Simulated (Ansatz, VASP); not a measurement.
## Sb in VASP and in Ansatz

INCAR

```
SYSTEM = Sb
ALGO = Normal ; EDIFF = 1E-7
EDIFFG = -0.04 ; ENCUT = 500
GGA = PE ; GGA_COMPAT = .FALSE.
IBRION = 2 ; ISIF = 3
ISMEAR = 0 ; LASPH = .TRUE.
LCHARG = .FALSE. ; LREAL = .FALSE.
LWAVE = .FALSE. ; NELM = 120
NELMIN = 4 ; NSW = 90
PREC = Accurate ; SIGMA = 0.1
```

KPOINTS

```
k-points
0
G
  6 6 4
  0 0 0
```

The input POSCAR:

```
Sb
1.0
    3.1558872000      0.0000000000      0.0000000000
    0.0000000000      3.1558872000      0.0000000000
    0.0000000000      0.0000000000      6.3364517300
Sb
2
Direct
    0.0000000000      0.0000000000      0.7990506300
    0.0000000000      0.0000000000      0.2009493700
```

Input for Ansatz:

```yaml
crystal:
  lattice:
    - [3.1558872, 0.0, 0.0]
    - [0.0, 3.1558872, 0.0]
    - [0.0, 0.0, 6.33645173]
  atoms:
    - { symbol: Sb, position: [0.0, 0.0, 0.79905063] }
    - { symbol: Sb, position: [0.0, 0.0, 0.20094937] }
basis:
  ecutwfc: 420
kpoints:
  mp_grid: { grid: [6, 6, 4] }
hamiltonian:
  xc: pbe
scf:
  occupations: { method: gaussian, width: 0.1 }
  lower_state_search: "off"
output:
  forces: true
  stress: true
  eigenvalues: true
relax:
  adjacent_minimum: "off"
  f_tol: 0.04
  max_steps: 70
  cell: { stress_tol: 0.4 }
```

Alike in both runs: task relaxation of cell and atoms; functional PBE; k mesh 6 × 6 × 4; occupations gaussian, width 0.1 eV; no spin polarisation.

|  | VASP | Ansatz |
| --- | --- | --- |
| version | VASP 6.6.1 | Ansatz 0.2.0 |
| potentials or method | VASP PAW PBE potentials, release 64 (Sb), cutoff 500 eV | scalar-relativistic, plane waves, PAW |
| valence electrons in the cell | 10 | 30 |

|  | VASP | Ansatz | Ansatz less VASP |
| --- | --- | --- | --- |
| gap on the k mesh at the Fermi level, each at its own relaxed structure (eV) | none | none | - |
| relaxed volume (Å³/atom) | 30.46 | 30.40 | -0.057 |
| relaxed cell length with the largest relative difference (Å) | 3.087 | 3.081 | -0.0055 |

A gap of «none» marks a metal or a gap that the smearing closes. VASP's potentials hold 10 valence electrons a cell and Ansatz's 30, so a difference there can come from the potentials and not from the codes.

Spin-orbit coupling is off throughout.
